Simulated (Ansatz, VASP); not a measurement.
**Sb3Mo in VASP and in Ansatz**

Contents of INCAR:

```
PREC = Accurate
ENCUT = 600
EDIFF = 1E-6
ISMEAR = 0
SIGMA = 0.1
LREAL = False
LASPH = True
NELM = 100
ALGO = Normal
ISIF = 3
LWAVE = False
LCHARG = False
GGA = PE
IBRION = 2
NSW = 100
EDIFFG = -0.01
```

Contents of KPOINTS:

```
regular mesh
0
Gamma
  10 10 10
```

The input POSCAR:

```
Sb3Mo
1.0
    4.5804074928      0.0000000000      0.0000000000
    0.0000000000      4.5804074928      0.0000000000
    0.0000000000      0.0000000000      4.5804074928
Sb Mo
3 1
Direct
    0.0000000000      0.5000000000      0.5000000000
    0.5000000000      0.0000000000      0.5000000000
    0.5000000000      0.5000000000      0.0000000000
    0.0000000000      0.0000000000      0.0000000000
```

Input for Ansatz:

```yaml
crystal:
  lattice:
    - [4.5804074928, 0.0, 0.0]
    - [0.0, 4.5804074928, 0.0]
    - [0.0, 0.0, 4.5804074928]
  atoms:
    - { symbol: Sb, position: [0.0, 0.5, 0.5] }
    - { symbol: Sb, position: [0.5, 0.0, 0.5] }
    - { symbol: Sb, position: [0.5, 0.5, 0.0] }
    - { symbol: Mo, position: [0.0, 0.0, 0.0] }
basis:
  ecutwfc: 420
kpoints:
  mp_grid: { grid: [10, 10, 10] }
hamiltonian:
  xc: pbe
scf:
  occupations: { method: gaussian, width: 0.1 }
output:
  forces: true
  stress: true
  eigenvalues: true
relax:
  adjacent_minimum: "off"
  f_tol: 0.01
  max_steps: 80
  cell: { stress_tol: 0.05 }
```

Alike in both runs: task relaxation of cell and atoms; functional PBE; k mesh 10 × 10 × 10; occupations gaussian, width 0.1 eV; no spin polarisation.

```csv
,VASP,Ansatz
version,VASP 6.6.1,Ansatz 0.2.0
potentials or method,"VASP PAW PBE potentials, release 64 (Sb, Mo_sv), cutoff 600 eV","scalar-relativistic, plane waves, PAW"
valence electrons in the cell,29,59
```

Ansatz gave:

* gap on the k mesh at the Fermi level, each at its own relaxed structure (eV): none
* relaxed volume (Å³/atom): 23.20
* relaxed length of the cell vector where the two differ most in proportion (Å): 4.527

Q: Which values does VASP return?

A: gap on the k mesh at the Fermi level, each at its own relaxed structure (eV): none; relaxed volume (Å³/atom): 23.18; relaxed length of the cell vector where the two differ most in proportion (Å): 4.526.

A gap of «none» marks a metal or a gap that the smearing closes. VASP's potentials hold 29 valence electrons a cell and Ansatz's 59, so a difference there can come from the potentials and not from the codes.

Spin-orbit coupling is off throughout.
